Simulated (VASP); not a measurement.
# ZnCu2SnS4: single point with PBE

Crystal: ZnCu2SnS4.

```
CELL_PARAMETERS angstrom
-2.73103 2.73103 5.47901
2.73103 -2.73103 5.47901
2.73103 2.73103 -5.47901
ATOMIC_POSITIONS crystal
Cu 0.75000 0.25000 0.50000
Cu 0.25000 0.75000 0.50000
Zn 0.00000 0.00000 0.00000
Sn 0.50000 0.50000 0.00000
S 0.89182 0.89182 0.51615
S 0.10818 0.62433 0.00000
S 0.62433 0.10818 0.00000
S 0.37567 0.37567 0.48385
```

```
Program             : VASP 6.6.1
Task                : single point
Functional          : PBE
Potentials or basis : VASP PAW PBE potentials, release 64 (Cu, Zn, Sn_d, S)
Cutoff              : 520 eV
k mesh              : 6 × 6 × 6
Occupations         : fermi-dirac, width 0.02 eV
Spin                : no spin polarisation
```

```json
{
 "Pressure": "0.1 GPa",
 "Largest force": "0.033 eV/Å",
 "Band gap on the k mesh": "zero (filled and empty bands touch)"
}
```

Forces on the atoms (eV/Å):
```
Cu   0.000  0.000  0.000
Cu   0.000  0.000  0.000
Zn   0.000  0.000  0.000
Sn   0.000  0.000  0.000
S   -0.016 -0.016 -0.024
S   -0.016  0.016  0.024
S    0.016 -0.016  0.024
S    0.016  0.016 -0.024
```

Levels at points of the mesh, in eV from the Fermi level:
```tsv
k point	band 33	band 34	band 35	band 36	band 37	band 38	band 39	band 40
(0.00, 0.00, 0.00)	-1.56	-0.14	-0.05	-0.01	-0.01	1.93	2.99	3.54
(0.50, 0.00, 0.00)	-1.16	-1.10	-0.82	-0.76	1.43	3.06	3.39	3.65
(0.50, 0.50, 0.00)	-1.31	-0.50	-0.47	-0.39	0.36	2.48	2.70	4.04
(0.50, 0.50, 0.50)	-1.34	-1.28	-0.60	-0.60	1.09	1.96	1.96	2.10
```

Run time: 4.1 min on 1 thread of Intel(R) Xeon(R) 6975P-C (Granite Rapids) (shared host), peak memory 0.47 GiB.

Caveat: semilocal functionals underestimate gaps, and a narrow one can read as zero; spin-orbit coupling is left out, which moves the levels of the heavy elements. With open d or f shells a metallic result of PBE can be an artefact of self-interaction; +U or a hybrid may open a gap.
